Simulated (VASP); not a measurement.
# I: single point with PBEsol+D3(BJ)

Crystal: I.

```
CELL_PARAMETERS angstrom
-1.98637 1.98637 1.98637
1.98637 -1.98637 1.98637
1.98637 1.98637 -1.98637
ATOMIC_POSITIONS crystal
I 0.00000 0.00000 0.00000
```

```
Program             : VASP 6.6.1
Task                : single point
Functional          : PBEsol
Dispersion          : D3(BJ)
Potentials or basis : VASP PAW PBE potentials, release 64 (I)
Cutoff              : 520 eV
k mesh              : 9 × 9 × 9
Occupations         : fermi-dirac, width 0.05 eV
Spin                : no spin polarisation
```

```yaml
Pressure: -0.2 GPa
Band_gap_on_the_k_mesh: zero (an odd number of electrons rules out a gap without spin polarisation)
Dispersion_energy_per_atom: -0.383 eV
```

Levels at points of the mesh, in eV from the Fermi level:
```csv
k point,band 2,band 3,band 4,band 5,band 6,band 7
"(0.00, 0.00, 0.00)",1.12,1.12,1.12,7.58,9.76,9.76
```

It took 16 s on 1 thread of Intel Xeon 8259CL (shared host), peak memory 0.17 GiB.

Caveat: three body term missing; the PAW data sets were made with another functional, which shifts forces and pressure a little; spin-orbit coupling is left out, which moves the levels of the heavy elements; an odd number of electrons without spin polarisation forces a metal; a magnetic or distorted state may lie lower.
